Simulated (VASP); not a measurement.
# B2Ru3 (P6_3/mmc) in VASP: notebook

The runs below take B2Ru3 through relaxation of shape and atoms at fixed volume, single point, relaxation of cell and atoms, with PBE.

Everything below comes from runs of VASP 6.6.1. Logs are shortened: lines on timing, memory, paths and dates and some standing lists are left out, and cuts for length are marked.

## 1. The cell of the first run

The structure is hexagonal, space group P6_3/mmc (No. 194). Conventional cell: a = 2.904 Å, b = 2.904 Å, c = 15.897 Å, α = 90.00°, β = 90.00°, γ = 120.00°. Within 3.0 Å of B (site symmetry 3m) lie 6 Ru at 2.18 to 2.24 Å and 7 B at 2.90 to 2.97 Å. Within 3.0 Å of Ru (site symmetry 3m) lie 3 B at 2.18 Å and 10 Ru at 2.76 to 2.90 Å. Ru (site symmetry -6m2) has 6 B at 2.24 Å and 8 Ru at 2.88 to 2.90 Å within 3.0 Å.

## 2. Relaxation of shape and atoms at fixed volume, PBE (11.61 Å³/atom)

File INCAR:

```
PREC     = Accurate       # precision mode
ENCUT    = 600            # plane-wave cutoff, eV
EDIFF    = 1E-6           # SCF threshold, eV
ISMEAR   = 0              # smearing method
SIGMA    = 0.1            # smearing width, eV
LREAL    = False          # projectors in reciprocal space
LASPH    = True           # aspherical terms in the spheres
NELM     = 100            # most SCF steps
ALGO     = Fast           # electronic algorithm
ISIF     = 4              # what is computed and relaxed
LWAVE    = False          # write WAVECAR
LCHARG   = False          # write CHGCAR
GGA      = PE             # functional
IBRION   = 2              # ionic algorithm
NSW      = 50             # ionic steps
EDIFFG   = -0.01          # ionic threshold
```

File KPOINTS:

```
Automatic mesh
0
Gamma
  12 12 2
```

File POSCAR:

```
B2Ru3
1.0
    2.9036532085      0.0000000000      0.0000000000
   -1.4518266043      2.5146374424      0.0000000000
    0.0000000000      0.0000000000     15.8974949292
B Ru
4 6
Direct
    0.3333333333      0.6666666667      0.1567136443
    0.6666666667      0.3333333333      0.6567136443
    0.3333333333      0.6666666667      0.3432863557
    0.6666666667      0.3333333333      0.8432863557
    0.3333333333      0.6666666667      0.9311676731
    0.6666666667      0.3333333333      0.4311676731
    0.3333333333      0.6666666667      0.5688323269
    0.6666666667      0.3333333333      0.0688323269
    0.3333333333      0.6666666667      0.7500000000
    0.6666666667      0.3333333333      0.2500000000
```

Potentials or basis: VASP PAW PBE potentials, release 64 (B, Ru_pv).

On the command line:

```sh
$ cat potpaw_PBE.64/B/POTCAR potpaw_PBE.64/Ru_pv/POTCAR > POTCAR
$ mpirun -np 1 vasp_std > vasp.out
```

OUTCAR:

```text
PREC = Accurate
   ENCUT = 600
   EDIFF = 1E-6
   ISMEAR = 0
   LREAL = False
   LASPH = True
   NELM = 100
   ISIF = 4
   GGA = PE
   IBRION = 2
   NSW = 50
   EDIFFG = -0.01

 ion  position               nearest neighbor table
   1  0.333  0.667  0.157-   8 2.18   8 2.18   8 2.18  10 2.24  10 2.24  10 2.24
   2  0.667  0.333  0.657-   7 2.18   7 2.18   7 2.18   9 2.24   9 2.24   9 2.24
   3  0.333  0.667  0.343-   6 2.18   6 2.18   6 2.18  10 2.24  10 2.24  10 2.24
   4  0.667  0.333  0.843-   5 2.18   5 2.18   5 2.18   9 2.24   9 2.24   9 2.24
   5  0.333  0.667  0.931-   4 2.18   4 2.18   4 2.18   8 2.76   8 2.76   8 2.76   9 2.88
   6  0.667  0.333  0.431-   3 2.18   3 2.18   3 2.18   7 2.76   7 2.76   7 2.76  10 2.88
   7  0.333  0.667  0.569-   2 2.18   2 2.18   2 2.18   6 2.76   6 2.76   6 2.76   9 2.88
   8  0.667  0.333  0.069-   1 2.18   1 2.18   1 2.18   5 2.76   5 2.76   5 2.76  10 2.88
   9  0.333  0.667  0.750-   2 2.24   4 2.24   2 2.24   4 2.24   2 2.24   4 2.24   5 2.88   7 2.88

  10  0.667  0.333  0.250-   1 2.24   3 2.24   1 2.24   3 2.24   1 2.24   3 2.24   6 2.88   8 2.88

  LATTYP: Found a hexagonal cell.
 ALAT       =     2.9036532085
 C/A-ratio  =     5.4749978002

  Lattice vectors:

 A1 = (   2.9036532085,   0.0000000000,   0.0000000000)
 A2 = (  -1.4518266043,   2.5146374424,   0.0000000000)
 A3 = (   0.0000000000,   0.0000000000,  15.8974949292)

Analysis of symmetry for initial positions (statically):
=====================================================================
 Subroutine PRICEL returns:
 Original cell was already a primitive cell.

 Routine SETGRP: Setting up the symmetry group for a
 hexagonal supercell.

 Subroutine GETGRP returns: Found 24 space group operations
 (whereof 12 operations were pure point group operations)
 out of a pool of 24 trial point group operations.

The static configuration has the point symmetry D_3d.
 The point group associated with its full space group is D_6h.

Analysis of symmetry for dynamics (positions and initial velocities):
=====================================================================
 Subroutine PRICEL returns:
 Original cell was already a primitive cell.

 Routine SETGRP: Setting up the symmetry group for a
 hexagonal supercell.

 Subroutine GETGRP returns: Found 24 space group operations
 (whereof 12 operations were pure point group operations)
 out of a pool of 24 trial point group operations.

The dynamic configuration has the point symmetry D_3d.
 The point group associated with its full space group is D_6h.

 Subroutine INISYM returns: Found 24 space group operations
 (whereof 12 operations are pure point group operations),
 and found     1 'primitive' translations

----------------------------------------------------------------------------------------

                                     Primitive cell

  volume of cell :     116.0777

  direct lattice vectors                    reciprocal lattice vectors
     2.903653209  0.000000000  0.000000000     0.344393744  0.198835821  0.000000000
    -1.451826604  2.514637442  0.000000000     0.000000000  0.397671642  0.000000000
     0.000000000  0.000000000 15.897494929     0.000000000  0.000000000  0.062902992

  length of vectors
     2.903653209  2.903653209 15.897494929     0.397671642  0.397671642  0.062902992

  position of ions in fractional coordinates (direct lattice)
     0.333333333  0.666666667  0.156713644
     0.666666667  0.333333333  0.656713644
     0.333333333  0.666666667  0.343286356
     0.666666667  0.333333333  0.843286356
     0.333333333  0.666666667  0.931167673
     0.666666667  0.333333333  0.431167673
     0.333333333  0.666666667  0.568832327
     0.666666667  0.333333333  0.068832327
     0.333333333  0.666666667  0.750000000
     0.666666667  0.333333333  0.250000000

  ion indices of the primitive-cell ions
   primitive index   ion index
                 1           1
                 2           2
                 3           3
                 4           4
                 5           5
                 6           6
                 7           7
                 8           8
                 9           9
                10          10

----------------------------------------------------------------------------------------

 KPOINTS: Automatic mesh

Automatic generation of k-mesh.
 Grid dimensions read from file:
 generate k-points for:   12   12    2

 Generating k-lattice:

  Cartesian coordinates                     Fractional coordinates (reciprocal lattice)
     0.028699479  0.016569652  0.000000000     0.083333333  0.000000000  0.000000000
     0.000000000  0.033139303  0.000000000     0.000000000  0.083333333  0.000000000
     0.000000000  0.000000000  0.031451496     0.000000000  0.000000000  0.500000000

  Length of vectors
     0.033139303  0.033139303  0.031451496

  Shift w.r.t. Gamma in fractional coordinates (k-lattice)
     0.000000000  0.000000000  0.000000000

 Subroutine IBZKPT returns following result:
 ===========================================

 Found     38 irreducible k-points:

 Following reciprocal coordinates:
            Coordinates               Weight
  0.000000  0.000000  0.000000      1.000000
  0.083333  0.000000  0.000000      6.000000
  0.166667  0.000000  0.000000      6.000000
  0.250000  0.000000  0.000000      6.000000
  0.333333  0.000000  0.000000      6.000000
  0.416667  0.000000  0.000000      6.000000
[... 16 lines left out ...]
  0.250000  0.000000  0.500000      6.000000
  0.333333  0.000000  0.500000      6.000000
 [... further k-points ...]
   k-points           NKPTS =     38   k-points in BZ     NKDIM =     38   number of bands    NBANDS=     57
   number of dos      NEDOS =    301   number of ions     NIONS =     10
   total plane-waves  NPLWV =  73728
   dimension x,y,z NGX =    24 NGY =   24 NGZ =  128
   dimension x,y,z NGXF=    48 NGYF=   48 NGZF=  256
   ions per type =               4   6
   NGX,Y,Z   is equivalent  to a cutoff of  13.74, 13.74, 13.39 a.u.
   NGXF,Y,Z  is equivalent  to a cutoff of  27.48, 27.48, 26.77 a.u.
 SYSTEM =  unknown system
   PREC   = accura    normal or accurate (medium, high low for compatibility)
   ISTART =      0    job   : 0-new  1-cont  2-samecut
   ICHARG =      2    charge: 1-file 2-atom 10-const
   ISPIN  =      1    spin polarized calculation?
   LNONCOLLINEAR =      F non collinear calculations
   LSORBIT =      F    spin-orbit coupling
   LASPH  =      T    aspherical Exc in radial PAW
   ENCUT  =  600.0 eV  44.10 Ry    6.64 a.u.   5.80  5.80 31.75*2*pi/ulx,y,z
   NELM   =    100;   NELMIN=  2; NELMDL= -5     # of ELM steps
   EDIFF  = 0.1E-05   stopping-criterion for ELM
   LREAL  =      F    real-space projection
   EDIFFG = -.1E-01   stopping-criterion for IOM
   NSW    =     50    number of steps for IOM
   IBRION =      2    ionic relax: 0-MD 1-quasi-New 2-CG
   NFREE  =      1    steps in history (QN), initial steepest desc. (CG)
   ISIF   =      4    stress and relaxation
   ISYM   =      2    0-nonsym 1-usesym 2-fastsym
   POTIM  = 0.5000    time-step for ionic-motion
   TEBEG  =    0.0;   TEEND  =   0.0 temperature during run
   PSTRESS=    0.0 pullay stress
   NELECT =      96.0000    total number of electrons
   NUPDOWN=      -1.0000    fix difference up-down
   EMIN   =  10.00;   EMAX   =-10.00  energy-range for DOS
   EFERMI =   0.00;   METHOD = LEGACY
   ISMEAR =     0;   SIGMA  =   0.10  broadening in eV -4-tet -1-fermi 0-gaus
   EFERMI_NEDOS =   21; number of points for ismear=-14 and -15
   IALGO  =     68    algorithm
   IMIX   =      4    mixing-type and parameters
     AMIX     =   0.40;   BMIX     =  1.00
     AMIX_MAG =   1.60;   BMIX_MAG =  1.00
  volume/ion in A,a.u.               =      11.61        78.33
  Fermi-wavevector in a.u.,A,eV,Ry     =   1.536676  2.903897 32.128431  2.361373
  Thomas-Fermi vector in A             =   2.643291
   LORBIT       =      0    0 simple, 1 ext, 2 COOP (PROOUT), +10 PAW based schemes
   GGA     = PE    functional components
   LHFCALC =     F    Hartree Fock is set to
   AEXX    =    0.0000 exact exchange contribution
   IVDW    =     0    specifies the selected vdW correction
   LEPSILON=     F    determine dielectric tensor
   LRPA    =     F    only Hartree local field effects (RPA)
 conjugate gradient relaxation of ions
 non-spin polarized calculation
 RMM-DIIS sequential band-by-band and
 Gauss-broadening in eV      SIGMA  =   0.10
  energy-cutoff  :      600.00
  volume of cell :      116.08
 maximum number of plane-waves:      3902
 NGX is ok and might be reduce to    24
   NGX = 11   NGY = 11   NGZ = 63

--------------------------------------- Ionic step        1  -------------------------------------------

 number of electron      96.0000005 magnetization

 Free energy of the ion-electron system (eV)
  ---------------------------------------------------
  ext. energy  EPLUGINS =         0.00000000
  ---------------------------------------------------
  free energy    TOTEN  =       -84.19025419 eV

  energy without entropy =      -84.16916773  energy(sigma->0) =      -84.17971096

------------------------ aborting loop because EDIFF is reached ----------------------------------------

  FORCE on cell =-STRESS in cart. coord.  units (eV):
  Direction    XX          YY          ZZ          XY          YZ          ZX
  --------------------------------------------------------------------------------------
  -------------------------------------------------------------------------------------
  Total      -10.9360711    -10.9360711    -11.8157174      0.0000000     -0.0000000      0.0000000
  in kB     -150.9465149   -150.9465149   -163.0879445      0.0000000     -0.0000000      0.0000000
  external PRESSURE =    -154.9936581 kB  Pullay stress =       0.0000000 kB
[... 73 lines left out ...]
  energy  without entropy=      -84.1711693771  energy(sigma->0) =      -84.18155029

--------------------------------------- Ionic step        3  -------------------------------------------

 number of electron      96.0000000 magnetization

 Free energy of the ion-electron system (eV)
  ---------------------------------------------------
  ext. energy  EPLUGINS =         0.00000000
  ---------------------------------------------------
  free energy    TOTEN  =       -84.19223140 eV

  energy without entropy =      -84.17139272  energy(sigma->0) =      -84.18181206

 E-fermi :  10.3844     XC(G=0): -13.2384

 val. band max:       10.3611538713   @ k =   0.0833   0.0000   0.0000
 cond. band min:      10.4219922691   @ k =   0.4167   0.0000   0.0000
 fundamental gap:      0.0608383978
 Fermi energy:        10.3844286874

 k-point     1 :       0.0000    0.0000    0.0000
  band No.  band energies     occupation
      1     -32.9604      2.00000
      2     -32.9169      2.00000
      3     -32.7431      2.00000
      4     -32.6284      2.00000
      5     -32.5554      2.00000
      6     -32.4841      2.00000
[... 1429 lines left out ...]
     56      13.0130      0.00000
     57      14.3924      0.00000

 [... further k-points ...]
[... 5 lines left out ...]
  --------------------------------------------------------------------------------------
  -------------------------------------------------------------------------------------
  Total      -11.0579197    -11.0579197    -11.0275574      0.0000000      0.0000000      0.0000000
  in kB     -152.6283452   -152.6283452   -152.2092662      0.0000000      0.0000000      0.0000000
  external PRESSURE =    -152.4886522 kB  Pullay stress =       0.0000000 kB
[... 25 lines left out ...]
  FREE ENERGIE OF THE ION-ELECTRON SYSTEM (eV)
  ---------------------------------------------------
  free  energy   TOTEN  =       -84.1922313979 eV

  energy  without entropy=      -84.1713927193  energy(sigma->0) =      -84.18181206

 reached required accuracy - stopping structural energy minimisation
```

Wall time 7.6 min (1 thread of AMD EPYC 9R45 (Zen 5), shared host); peak memory 0.38 GiB.

What came out:

```
Free energy                  : -84.1922 eV
Energy gained by relaxing    : 0.2 meV/atom
Ionic steps                  : 3
Pressure after relaxing      : -15.2 GPa
Largest force after relaxing : 0.009 eV/Å
Band gap on the k mesh       : zero (bands 48 and 49 overlap by 2.24 eV)
```

Forces on the atoms (eV/Å):
```
B    0.000  0.000  0.009
B    0.000  0.000  0.009
B    0.000  0.000 -0.009
B    0.000  0.000 -0.009
Ru   0.000  0.000 -0.009
Ru   0.000  0.000 -0.009
Ru   0.000  0.000  0.009
Ru   0.000  0.000  0.009
Ru   0.000  0.000  0.000
Ru   0.000  0.000  0.000
```

The path:
| step | energy change (eV) | largest force (eV/Å) | pressure (GPa) | volume (Å³) |
| --- | --- | --- | --- | --- |
| 1 | 0.0000 | 0.1210 | -15.50 | 116.08 |
| 2 | -0.0017 | 0.0426 | -15.22 | 116.08 |
| 3 | -0.0020 | 0.0093 | -15.25 | 116.08 |

Final structure:
```yaml
crystal:
  lattice:
    - [2.90660, 0.00000, 0.00000]
    - [-1.45330, 2.51719, 0.00000]
    - [0.00000, 0.00000, 15.86528]
  atoms:
    - { symbol: B, position: [0.33333, 0.66667, 0.15664] }
    - { symbol: B, position: [0.66667, 0.33333, 0.65664] }
    - { symbol: B, position: [0.33333, 0.66667, 0.34336] }
    - { symbol: B, position: [0.66667, 0.33333, 0.84336] }
    - { symbol: Ru, position: [0.33333, 0.66667, 0.93090] }
    - { symbol: Ru, position: [0.66667, 0.33333, 0.43090] }
    - { symbol: Ru, position: [0.33333, 0.66667, 0.56910] }
    - { symbol: Ru, position: [0.66667, 0.33333, 0.06910] }
    - { symbol: Ru, position: [0.33333, 0.66667, 0.75000] }
    - { symbol: Ru, position: [0.66667, 0.33333, 0.25000] }
```

Levels at points of the mesh, in eV from the Fermi level:
| k point | band 44 | band 45 | band 46 | band 47 | band 48 | band 49 | band 50 | band 51 |
| --- | --- | --- | --- | --- | --- | --- | --- | --- |
| (0.00, 0.00, 0.00) | -1.81 | -1.46 | -1.46 | -1.45 | -1.45 | -0.52 | -0.52 | -0.17 |
| (0.50, 0.00, 0.00) | -0.29 | -0.18 | -0.10 | 0.38 | 0.53 | 0.58 | 0.64 | 0.84 |
| (0.00, 0.00, 0.50) | -1.92 | -1.91 | -1.91 | -0.93 | -0.93 | -0.93 | -0.93 | 0.11 |
| (0.50, 0.00, 0.50) | -0.66 | -0.15 | -0.15 | 0.47 | 0.47 | 0.62 | 0.62 | 0.84 |

## 3. Single point, PBE

This run uses another cell than the first one, of 10.98 Å³/atom.

File INCAR:

```
SYSTEM = B2Ru3
ALGO = Fast
EDIFF = 1E-7
ENCUT = 520
GGA = PE
ISIF = 2
ISMEAR = 0
LASPH = .True.
LCHARG = .False.
LREAL = .False.
LWAVE = .False.
NBANDS = 59
NELM = 80
PREC = Accurate
SIGMA = 0.2
```

File KPOINTS:

```
k-points
0
Gamma
  6 6 2
  0 0 0
```

File POSCAR:

```
B2Ru3
1.0
    2.8553794499      0.0000000000      0.0000000000
   -1.4276897250      2.4728311411      0.0000000000
    0.0000000000      0.0000000000     15.5443929999
B Ru
4 6
Direct
    0.3333333333      0.6666666667      0.1569091448
    0.6666666667      0.3333333333      0.6569091448
    0.3333333333      0.6666666667      0.3430908552
    0.6666666667      0.3333333333      0.8430908552
    0.3333333333      0.6666666667      0.9318881028
    0.6666666667      0.3333333333      0.4318881028
    0.3333333333      0.6666666667      0.5681118972
    0.6666666667      0.3333333333      0.0681118972
    0.3333333333      0.6666666667      0.7500000000
    0.6666666667      0.3333333333      0.2500000000
```

Potentials or basis: VASP PAW PBE potentials, release 64 (B, Ru_pv).

On the command line:

```sh
$ cat potpaw_PBE.64/B/POTCAR potpaw_PBE.64/Ru_pv/POTCAR > POTCAR
$ mpirun -np 1 vasp_std > vasp.out
```

It took 61 s on 1 thread of Intel Xeon 6975P-C (Granite Rapids), shared host; peak memory 0.27 GiB.

It converged, with:

```
Free energy            : -84.4749 eV
Pressure               : -0.3 GPa
Largest force          : 0.023 eV/Å
Band gap on the k mesh : zero (bands 48 and 49 overlap by 2.22 eV)
```

Forces on the atoms (eV/Å):
```
B    0.000  0.000  0.006
B    0.000  0.000  0.006
B    0.000  0.000 -0.006
B    0.000  0.000 -0.006
Ru   0.000  0.000 -0.023
Ru   0.000  0.000 -0.023
Ru   0.000  0.000  0.023
Ru   0.000  0.000  0.023
Ru   0.000  0.000  0.000
Ru   0.000  0.000  0.000
```

Stress tensor (GPa, compression positive):
```
-0.43  0.00  0.00
 0.00 -0.43  0.00
 0.00  0.00 -0.03
```

Levels at points of the mesh, in eV from the Fermi level:
| k point | band 46 | band 47 | band 48 | band 49 | band 50 | band 51 | band 52 | band 53 | band 54 | band 55 |
| --- | --- | --- | --- | --- | --- | --- | --- | --- | --- | --- |
| (0.00, 0.00, 0.00) | -1.51 | -1.50 | -1.50 | -0.50 | -0.50 | -0.07 | -0.07 | 0.39 | 0.39 | 1.15 |
| (0.50, 0.00, 0.00) | -0.09 | 0.48 | 0.64 | 0.76 | 0.80 | 1.00 | 1.02 | 1.20 | 2.00 | 2.41 |
| (0.00, 0.00, 0.50) | -1.88 | -0.93 | -0.93 | -0.93 | -0.93 | 0.22 | 0.22 | 0.22 | 0.22 | 1.31 |
| (0.50, 0.00, 0.50) | -0.12 | 0.59 | 0.59 | 0.79 | 0.79 | 1.01 | 1.01 | 1.58 | 1.58 | 2.63 |

Caveat: the k points lie up to 0.42 Å⁻¹ apart, too coarse for converged energies and pressures of a metal.

(Continued in part 2 of 2.)

The gap in the log of VASP goes by the Fermi energy; the results here count the filled bands.